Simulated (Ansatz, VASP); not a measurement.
One calculation of Al3Ni5, two programs

```
Al Ni
1.0
     3.29333   -3.69194    0.00000
     3.29333    3.69194    0.00000
     0.00000    0.00000    3.72035
Al Ni
3 5
Direct
  0.50000 0.50000 0.86560
  0.77969 0.22031 0.36560
  0.22031 0.77969 0.36560
  0.00000 0.00000 0.00000
  0.00000 0.50000 0.00000
  0.50000 0.00000 0.00000
  0.27624 0.27624 0.50000
  0.72376 0.72376 0.50000
```

Alike in both runs: task single point; functional PBEsol; k mesh 8 × 8 × 10; occupations gaussian, width 0.15 eV; no spin polarisation.

```csv
,VASP,Ansatz
version,VASP 6.6.1,Ansatz 0.2.0
potentials or method,"VASP PAW PBE potentials, release 64 (Al, Ni), cutoff 520 eV","scalar-relativistic, plane waves, PAW"
valence electrons in the cell,59,99
```

```tsv
	VASP	Ansatz	Ansatz less VASP
gap on the k mesh at the Fermi level (eV)	none	none	-
pressure (GPa)	16.7	16.4	-0.30
traceless stress, the component that is largest in VASP (GPa)	-10.81	-10.77	+0.031
rms of the force components (eV/Å)	2.441	2.424	-0.0175
```

VASP's potentials were made for PBE, not for PBEsol. Atom by atom the forces differ by 0.019 eV/Å (rms over components). A gap of «none» marks a metal or a gap that the smearing closes. VASP's potentials hold 59 valence electrons a cell and Ansatz's 99, so a difference there can come from the potentials and not from the codes.
